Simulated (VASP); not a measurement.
Runs of VASP 6.6.1 on Ni3Ge. The structure is that of space group Pm-3m (No. 221), or close to it. The cells are those of the table. 

| cell | k mesh | gap on the mesh (eV) | pressure (GPa) |
| --- | --- | --- | --- |
| a = 3.586, b = 3.586, c = 3.476 Å, 4 atoms | 14 × 14 × 14 | none | (b) |
| a = 3.492 Å, 4 atoms | 12 × 12 × 12 | none | 8.3 |
| a = 3.408 Å, 4 atoms | 12 × 12 × 12 | none | 30.2 |
| a = 3.516 Å, 4 atoms | 12 × 12 × 12 | none | (a) |
| a = 3.533 Å, 4 atoms | 12 × 12 × 12 | none | 0.4 |

Alike in all rows: task single point; level r2SCAN; potentials or basis VASP PAW PBE potentials, release 64 (Ni, Ge_d); no spin polarisation; cutoff (eV) 520; smearing gaussian 0.1 eV.

Question: Fill in the values left out.

Answer: (a) 3.4; (b) -2.5.

Caveats: the PAW data sets were made with another functional, which shifts forces and pressure a little; the cell stands under pressure (at least some runs).

A k mesh can miss the band edges, and the runs leave out spin-orbit coupling on Ge.

A gap of «none» marks levels without a gap at the run's occupations.
